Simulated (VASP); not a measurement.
Crystal: Nb.

```
Nb
1.0
    -1.65882    1.65882    1.65882
     1.65882   -1.65882    1.65882
     1.65882    1.65882   -1.65882
Nb
1
Direct
  0.00000 0.00000 0.00000
```

Base run:

| Property | Result |
| --- | --- |
| Program | VASP 6.6.1 |
| Functional | PBE |
| Potentials or basis | VASP PAW PBE potentials, release 64 (Nb_sv) |
| Cutoff | 500 eV |
| k mesh | 10 × 10 × 10 |
| Occupations | gaussian, width 0.1 eV |
| Spin | no spin polarisation |

Its results: pressure -1.2 GPa.

Task: The run is repeated on the same cell with these changes: k mesh from 10 × 10 × 10 to 4 × 4 × 4. What comes out?

Result: Pressure 2.1 GPa.

Caveats: some runs use coarse meshes.
